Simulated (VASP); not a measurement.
# Ge: single point with PBEsol

The system is Ge.

```
Ge
1.0
     0.00000    2.77927    2.82877
     2.87827    0.00000    2.82877
     2.87827    2.77927    0.00000
Ge
2
Direct
  0.50000 0.50000 0.50000
  0.75000 0.75000 0.75000
```

This cell differs from its parent crystal: strain +0.0175 x Voigt [1, -1, 0, 0, 0, 0].

```
Program                : VASP 6.6.1
Task                   : single point
Functional             : PBEsol
Potentials or basis    : VASP PAW PBE potentials, release 64 (Ge_d)
Cutoff                 : 520 eV
k mesh                 : 14 × 14 × 14
Occupations            : gaussian, width 0.15 eV
Spin                   : no spin polarisation
Dipole correction      : no
Further INCAR settings : ALGO = Normal; EDIFF = 1e-06; NBANDS = 21
```

```
Pressure               : 0.3 GPa
Band gap on the k mesh : 0.10 eV (least direct gap 0.13 eV)
```

Stress tensor (GPa, compression positive):
```
-1.00  0.00  0.00
 0.00  1.48  0.00
 0.00  0.00  0.34
```

Levels at points of the mesh, in eV from the valence-band top:
| k point | band 11 | band 12 | band 13 | band 14 | band 15 | band 16 | band 17 | band 18 |
| --- | --- | --- | --- | --- | --- | --- | --- | --- |
| (0.00, 0.00, 0.00) | -12.80 | -0.14 | -0.02 | 0.00 | 0.13 | 2.45 | 2.53 | 2.62 |
| (0.50, 0.00, 0.00) | -10.70 | -7.63 | -1.55 | -1.28 | 0.10 | 3.62 | 3.81 | 6.97 |
| (0.50, 0.50, 0.00) | -8.91 | -8.91 | -3.09 | -3.09 | 0.66 | 0.66 | 9.42 | 9.42 |
| (0.50, 0.00, 0.50) | -8.82 | -8.82 | -3.21 | -3.21 | 0.52 | 0.52 | 9.48 | 9.48 |
| (0.00, 0.50, 0.50) | -8.99 | -8.99 | -2.97 | -2.97 | 0.80 | 0.80 | 9.45 | 9.45 |

It took 6 min on 1 thread of Oxide Virtual Turin-like Processor, on a shared host, peak memory 0.38 GiB.

Caveat: the cell differs from its parent crystal (strain +0.0175 x Voigt [1, -1, 0, 0, 0, 0]); semilocal functionals underestimate gaps, and a narrow one can read as zero; the PAW data sets were made with another functional, which shifts forces and pressure a little. A k mesh can miss the band edges.
